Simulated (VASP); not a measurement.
# Sr (Fm-3m) in VASP: notebook

Sr is run at these levels: r2SCAN; tasks: single point, relaxation of cell and atoms.

All numbers are computed with VASP 6.6.1; they aren't measurements. Logs are shortened: lines on timing, memory, paths and dates and some standing lists are left out, and cuts for length are marked.

## (1) The cell of the first run

It takes space group Fm-3m (No. 225, cubic). The conventional cell has a = 6.101 Å, b = 6.101 Å, c = 6.101 Å, α = 90.00°, β = 90.00°, γ = 90.00°. Within 5.7 Å of Sr (site symmetry m-3m) lie 12 Sr at 4.31 Å.

## (2) Single point, r2SCAN

Contents of POSCAR:

```
Sr
1.0
    0.0000000000      3.0503337379      3.0503337379
    3.0503337379      0.0000000000      3.0503337379
    3.0503337379      3.0503337379      0.0000000000
Sr
1
Direct
    0.0000000000      0.0000000000      0.0000000000
```

Contents of INCAR.step1:

```
SYSTEM = Sr
  PREC = Accurate
  ENCUT = 520
  ISMEAR = -1
  SIGMA = 0.05
  LREAL = .False.
  LASPH = .True.
  NELM = 100
  NBANDS = 11
  GGA = PE
  ALGO = Normal
  EDIFF = 1E-4
  LWAVE = .True.
  LCHARG = .False.
```

Contents of INCAR.step2:

```
SYSTEM = Sr
  PREC = Accurate
  ENCUT = 520
  EDIFF = 1E-6
  ISMEAR = -1
  SIGMA = 0.05
  LREAL = .False.
  LASPH = .True.
  NELM = 100
  ALGO = Normal
  ISIF = 2
  LWAVE = .False.
  LCHARG = .False.
  METAGGA = R2SCAN
  LMIXTAU = .True.
  NBANDS = 11
  ISTART = 1
```

Contents of KPOINTS:

```
regular mesh
0
Gamma
  12 12 12
  0 0 0
```

Potentials or basis: VASP PAW PBE potentials, release 64 (Sr_sv).

Started as:

```console
> cat potpaw_PBE.64/Sr_sv/POTCAR > POTCAR
> cp INCAR.step1 INCAR
> mpirun -np 1 vasp_std > vasp.out
> cp INCAR.step2 INCAR
> mpirun -np 1 vasp_std > vasp.out
```

OUTCAR:

```text
SYSTEM = Sr
   PREC = Accurate
   ENCUT = 520
   EDIFF = 1E-6
   ISMEAR = -1
   LREAL = .False.
   LASPH = .True.
   NELM = 100
   ISIF = 2
   METAGGA = R2SCAN
   ISTART = 1

 ion  position               nearest neighbor table
   1  0.000  0.000  0.000-

  LATTYP: Found a face centered cubic cell.
 ALAT       =     6.1006674758

  Lattice vectors:

 A1 = (   0.0000000000,   3.0503337379,   3.0503337379)
 A2 = (   3.0503337379,   0.0000000000,   3.0503337379)
 A3 = (   3.0503337379,   3.0503337379,   0.0000000000)

Analysis of symmetry for initial positions (statically):
=====================================================================
 Subroutine PRICEL returns:
 Original cell was already a primitive cell.

 Routine SETGRP: Setting up the symmetry group for a
 face centered cubic supercell.

 Subroutine GETGRP returns: Found 48 space group operations
 (whereof 48 operations were pure point group operations)
 out of a pool of 48 trial point group operations.

The static configuration has the point symmetry O_h .

Analysis of symmetry for dynamics (positions and initial velocities):
=====================================================================
 Subroutine PRICEL returns:
 Original cell was already a primitive cell.

 Routine SETGRP: Setting up the symmetry group for a
 face centered cubic supercell.

 Subroutine GETGRP returns: Found 48 space group operations
 (whereof 48 operations were pure point group operations)
 out of a pool of 48 trial point group operations.

The dynamic configuration has the point symmetry O_h .

 Subroutine INISYM returns: Found 48 space group operations
 (whereof 48 operations are pure point group operations),
 and found     1 'primitive' translations

----------------------------------------------------------------------------------------

                                     Primitive cell

  volume of cell :      56.7639

  direct lattice vectors                    reciprocal lattice vectors
     0.000000000  3.050333738  3.050333738    -0.163916490  0.163916490  0.163916490
     3.050333738  0.000000000  3.050333738     0.163916490 -0.163916490  0.163916490
     3.050333738  3.050333738  0.000000000     0.163916490  0.163916490 -0.163916490

  length of vectors
     4.313823342  4.313823342  4.313823342     0.283911689  0.283911689  0.283911689

  position of ions in fractional coordinates (direct lattice)
     0.000000000  0.000000000  0.000000000

  ion indices of the primitive-cell ions
   primitive index   ion index
                 1           1

----------------------------------------------------------------------------------------

 KPOINTS: regular mesh

Automatic generation of k-mesh.
 Grid dimensions read from file:
 generate k-points for:   12   12   12

 Generating k-lattice:

  Cartesian coordinates                     Fractional coordinates (reciprocal lattice)
    -0.013659708  0.013659708  0.013659708     0.083333333  0.000000000  0.000000000
     0.013659708 -0.013659708  0.013659708     0.000000000  0.083333333  0.000000000
     0.013659708  0.013659708 -0.013659708     0.000000000  0.000000000  0.083333333

  Length of vectors
     0.023659307  0.023659307  0.023659307

  Shift w.r.t. Gamma in fractional coordinates (k-lattice)
     0.000000000  0.000000000  0.000000000

 Subroutine IBZKPT returns following result:
 ===========================================

 Found     72 irreducible k-points:

 Following reciprocal coordinates:
            Coordinates               Weight
  0.000000  0.000000  0.000000      1.000000
  0.083333  0.000000  0.000000      8.000000
  0.166667  0.000000  0.000000      8.000000
  0.250000  0.000000  0.000000      8.000000
  0.333333  0.000000  0.000000      8.000000
  0.416667  0.000000  0.000000      8.000000
[... 16 lines left out ...]
  0.500000  0.166667  0.000000     24.000000
 -0.416667  0.166667  0.000000     24.000000
 [... further k-points ...]
   k-points           NKPTS =     72   k-points in BZ     NKDIM =     72   number of bands    NBANDS=     11
   number of dos      NEDOS =    301   number of ions     NIONS =      1
   total plane-waves  NPLWV =  32768
   dimension x,y,z NGX =    32 NGY =   32 NGZ =   32
   dimension x,y,z NGXF=    64 NGYF=   64 NGZF=   64
   ions per type =               1
   NGX,Y,Z   is equivalent  to a cutoff of  12.33, 12.33, 12.33 a.u.
   NGXF,Y,Z  is equivalent  to a cutoff of  24.66, 24.66, 24.66 a.u.
 SYSTEM =  Sr
   PREC   = accura    normal or accurate (medium, high low for compatibility)
   ISTART =      1    job   : 0-new  1-cont  2-samecut
   ICHARG =      0    charge: 1-file 2-atom 10-const
   ISPIN  =      1    spin polarized calculation?
   LNONCOLLINEAR =      F non collinear calculations
   LSORBIT =      F    spin-orbit coupling
   LASPH  =      T    aspherical Exc in radial PAW
   ENCUT  =  520.0 eV  38.22 Ry    6.18 a.u.   8.02  8.02  8.02*2*pi/ulx,y,z
   NELM   =    100;   NELMIN=  2; NELMDL=  0     # of ELM steps
   EDIFF  = 0.1E-05   stopping-criterion for ELM
   LREAL  =      F    real-space projection
   EDIFFG = 0.1E-04   stopping-criterion for IOM
   NSW    =      0    number of steps for IOM
   IBRION =     -1    ionic relax: 0-MD 1-quasi-New 2-CG
   NFREE  =      0    steps in history (QN), initial steepest desc. (CG)
   ISIF   =      2    stress and relaxation
   ISYM   =      2    0-nonsym 1-usesym 2-fastsym
   POTIM  = 0.5000    time-step for ionic-motion
   TEBEG  =    0.0;   TEEND  =   0.0 temperature during run
   PSTRESS=    0.0 pullay stress
   NELECT =      10.0000    total number of electrons
   NUPDOWN=      -1.0000    fix difference up-down
   EMIN   =  10.00;   EMAX   =-10.00  energy-range for DOS
   EFERMI =   0.00;   METHOD = LEGACY
   ISMEAR =    -1;   SIGMA  =   0.05  broadening in eV -4-tet -1-fermi 0-gaus
   EFERMI_NEDOS =   21; number of points for ismear=-14 and -15
   IALGO  =     38    algorithm
   IMIX   =      4    mixing-type and parameters
     AMIX     =   0.40;   BMIX     =  1.00
     AMIX_MAG =   1.60;   BMIX_MAG =  1.00
  volume/ion in A,a.u.               =      56.76       383.06
  Fermi-wavevector in a.u.,A,eV,Ry     =   0.917735  1.734268 11.459347  0.842238
  Thomas-Fermi vector in A             =   2.042738
   LORBIT       =      0    0 simple, 1 ext, 2 COOP (PROOUT), +10 PAW based schemes
   METAGGA = R2SCAN    functional components
   LHFCALC =     F    Hartree Fock is set to
   AEXX    =    0.0000 exact exchange contribution
   IVDW    =     0    specifies the selected vdW correction
   LEPSILON=     F    determine dielectric tensor
   LRPA    =     F    only Hartree local field effects (RPA)
 non-spin polarized calculation
  energy-cutoff  :      520.00
  volume of cell :       56.76
 maximum number of plane-waves:      1546
   NGX = 17   NGY = 17   NGZ = 17

 number of electron      10.0000000 magnetization

 Free energy of the ion-electron system (eV)
  ---------------------------------------------------
  ext. energy  EPLUGINS =         0.00000000
  ---------------------------------------------------
  free energy    TOTEN  =       -15.10367372 eV

  energy without entropy =      -15.09070736  energy(sigma->0) =      -15.09719054

 E-fermi :   1.4818     XC(G=0):  -7.6920

 val. band max:        1.4609453309   @ k =  -0.4167   0.2500   0.0000
 cond. band min:       1.4830202371   @ k =   0.5000   0.0833   0.0000
 fundamental gap:      0.0220749062
 Fermi energy:         1.4817521080

 k-point     1 :       0.0000    0.0000    0.0000
  band No.  band energies     occupation
      1     -36.5871      2.00000
      2     -17.8505      2.00000
      3     -17.8505      2.00000
      4     -17.8505      2.00000
      5      -2.2891      2.00000
      6       4.1640      0.00000
      7       4.1640      0.00000
      8       4.1640      0.00000
      9       5.6626      0.00000
     10       5.6626      0.00000
     11       8.9229      0.00000

 k-point     2 :       0.0833    0.0000    0.0000
  band No.  band energies     occupation
      1     -36.5863      2.00000
      2     -17.8631      2.00000
      3     -17.8522      2.00000
      4     -17.8522      2.00000
      5      -2.1747      2.00000
      6       3.9668      0.00000
      7       4.2172      0.00000
      8       4.2172      0.00000
      9       5.5870      0.00000
     10       5.5870      0.00000
     11       9.2279      0.00000

 k-point     3 :       0.1667    0.0000    0.0000
  band No.  band energies     occupation
      1     -36.5839      2.00000
      2     -17.8972      2.00000
      3     -17.8567      2.00000
      4     -17.8567      2.00000
      5      -1.8413      2.00000
      6       3.4986      0.00000
      7       4.3185      0.00000
      8       4.3185      0.00000
      9       5.4786      0.00000
     10       5.4786      0.00000
     11       9.4277      0.00000

 k-point     4 :       0.2500    0.0000    0.0000
  band No.  band energies     occupation
      1     -36.5806      2.00000
      2     -17.9432      2.00000
      3     -17.8629      2.00000
      4     -17.8629      2.00000
      5      -1.3193      2.00000
      6       2.9363      0.00000
      7       4.3042      0.00000
      8       4.3042      0.00000
      9       5.6007      0.00000
     10       5.6007      0.00000
     11       8.6630      0.00000
[... 239 lines left out ...]
 k-point    22 :       0.4167    0.1667    0.0000
  band No.  band energies     occupation
      1     -36.5746      2.00000
      2     -17.9953      2.00000
      3     -17.8925      2.00000
      4     -17.8855      2.00000
      5      -0.0918      2.00000
      6       2.1720      0.00000
      7       3.4642      0.00000
      8       4.4460      0.00000
      9       5.8306      0.00000
     10       6.6448      0.00000
     11       7.9441      0.00000

 k-point    23 :       0.5000    0.1667    0.0000
  band No.  band energies     occupation
      1     -36.5729      2.00000
      2     -18.0147      2.00000
      3     -17.9022      2.00000
      4     -17.8856      2.00000
      5       0.5916      2.00000
      6       1.6504      0.06625
      7       3.3523      0.00000
      8       4.3337      0.00000
      9       6.3584      0.00000
     10       6.7533      0.00000
     11       7.3631      0.00000

 k-point    24 :      -0.4167    0.1667    0.0000
  band No.  band energies     occupation
      1     -36.5727      2.00000
      2     -18.0163      2.00000
      3     -17.9082      2.00000
      4     -17.8819      2.00000
      5       0.7754      2.00000
      6       1.5202      0.63362
      7       3.3055      0.00000
      8       4.2943      0.00000
      9       6.4081      0.00000
     10       6.7094      0.00000
     11       7.3946      0.00000

 [... further k-points ...]

------------------------ aborting loop because EDIFF is reached ----------------------------------------

  FORCE on cell =-STRESS in cart. coord.  units (eV):
  Direction    XX          YY          ZZ          XY          YZ          ZX
  --------------------------------------------------------------------------------------
  -------------------------------------------------------------------------------------
  Total        0.0044273      0.0044273      0.0044273     -0.0000000      0.0000000     -0.0000000
  in kB        0.1249619      0.1249619      0.1249619     -0.0000000      0.0000000     -0.0000000
  external PRESSURE =       0.1249619 kB  Pullay stress =       0.0000000 kB

 VOLUME and BASIS-vectors are now :
 -----------------------------------------------------------------------------
  energy-cutoff  :      520.00
  volume of cell :       56.76
      direct lattice vectors                 reciprocal lattice vectors
     0.000000000  3.050333738  3.050333738    -0.163916490  0.163916490  0.163916490
     3.050333738  0.000000000  3.050333738     0.163916490 -0.163916490  0.163916490
     3.050333738  3.050333738  0.000000000     0.163916490  0.163916490 -0.163916490

 POSITION                                       TOTAL-FORCE (eV/Angst)
 -----------------------------------------------------------------------------------
      0.00000      0.00000      0.00000         0.000000     -0.000000      0.000000
 -----------------------------------------------------------------------------------
    total drift:                                0.000000      0.000000     -0.000000

  FREE ENERGIE OF THE ION-ELECTRON SYSTEM (eV)
  ---------------------------------------------------
  free  energy   TOTEN  =       -15.1036737225 eV

  energy  without entropy=      -15.0907073571  energy(sigma->0) =      -15.09719054
```

Wall time 85 s (1 thread of Intel Xeon Platinum 8488C (Sapphire Rapids), shared host); peak memory 0.21 GiB.

Results:

```yaml
Free_energy: -15.1037 eV
Pressure: 0.0 GPa
Band_gap_on_the_k_mesh: zero (bands 5 and 6 overlap by 0.19 eV)
```

Levels at points of the mesh, in eV from the Fermi level:
```tsv
k point	band 3	band 4	band 5	band 6	band 7	band 8
(0.00, 0.00, 0.00)	-19.33	-19.33	-3.77	2.68	2.68	2.68
(0.50, 0.00, 0.00)	-19.36	-19.36	-1.03	-0.06	2.49	2.49
(0.50, 0.50, 0.00)	-19.40	-19.40	-0.55	0.53	0.99	5.23
```

Caveat: the PAW data sets were made with another functional, which shifts forces and pressure a little.

## (3) Relaxation of cell and atoms, r2SCAN

This run uses another cell than the first one, of 56.32 Å³/atom.

Contents of POSCAR:

```
Sr
1.0
    0.0000000000      3.0423500000      3.0423500000
    3.0423500000      0.0000000000      3.0423500000
    3.0423500000      3.0423500000      0.0000000000
Sr
1
Direct
    0.0000000000      0.0000000000      0.0000000000
```

Contents of INCAR.step1:

```
SYSTEM = Sr
PREC = Accurate ; ENCUT = 600
ISMEAR = -1 ; SIGMA = 0.05
LREAL = .False. ; LASPH = .True.
NELM = 100 ; GGA = PE
ALGO = Normal ; EDIFF = 1E-4
LWAVE = .True. ; LCHARG = .False.
```

Contents of INCAR.step2:

```
SYSTEM = Sr
PREC = Accurate ; ENCUT = 600
EDIFF = 1E-6 ; ISMEAR = -1
SIGMA = 0.05 ; LREAL = .False.
LASPH = .True. ; NELM = 100
ALGO = Normal ; ISIF = 3
LWAVE = .False. ; LCHARG = .False.
METAGGA = R2SCAN ; LMIXTAU = .True.
IBRION = 2 ; NSW = 60
EDIFFG = -0.02 ; ISTART = 1
```

Contents of KPOINTS:

```
Automatic mesh
0
Gamma
  12 12 12
  0 0 0
```

Potentials or basis: VASP PAW PBE potentials, release 64 (Sr_sv).

Started as:

```console
> cat potpaw_PBE.64/Sr_sv/POTCAR > POTCAR
> cp INCAR.step1 INCAR
> mpirun -np 1 vasp_std > vasp.out
> cp INCAR.step2 INCAR
> mpirun -np 1 vasp_std > vasp.out
```

Wall time 3.3 min (1 thread of Intel Xeon Platinum 8488C (Sapphire Rapids), shared host); peak memory 0.24 GiB.

Results (log left out):

- Free energy: -15.1038 eV
- Relaxed volume: 56.64 Å³/atom
- Relaxed cell: a = 4.311 Å, b = 4.311 Å, c = 4.311 Å, α = 60.00°, β = 60.00°, γ = 60.00°
- Space group after relaxing (to 0.1 Å): Fm-3m (No. 225)
- Energy gained by relaxing: 0.1 meV/atom
- Ionic steps: 2
- Pressure after relaxing: 0.0 GPa
- Band gap on the k mesh: zero (bands 5 and 6 overlap by 0.19 eV)

The path:
```tsv
step	energy change (eV)	largest force (eV/Å)	pressure (GPa)	volume (Å³)
1	0.0000	0.0000	0.11	56.32
2	-0.0001	0.0000	0.04	56.64
```

Final structure:
```
CELL_PARAMETERS angstrom
0.00000 3.04819 3.04819
3.04819 0.00000 3.04819
3.04819 3.04819 0.00000
ATOMIC_POSITIONS crystal
Sr 0.00000 0.00000 0.00000
```

Levels at points of the mesh, in eV from the Fermi level:
| k point | band 3 | band 4 | band 5 | band 6 | band 7 | band 8 |
| --- | --- | --- | --- | --- | --- | --- |
| (0.00, 0.00, 0.00) | -19.33 | -19.33 | -3.77 | 2.68 | 2.68 | 2.68 |
| (0.50, 0.00, 0.00) | -19.35 | -19.35 | -1.03 | -0.05 | 2.49 | 2.49 |
| (0.50, 0.50, 0.00) | -19.39 | -19.39 | -0.55 | 0.53 | 1.00 | 5.24 |

Caveat: the PAW data sets were made with another functional, which shifts forces and pressure a little. Zero-point motion and thermal expansion aren't in these numbers.
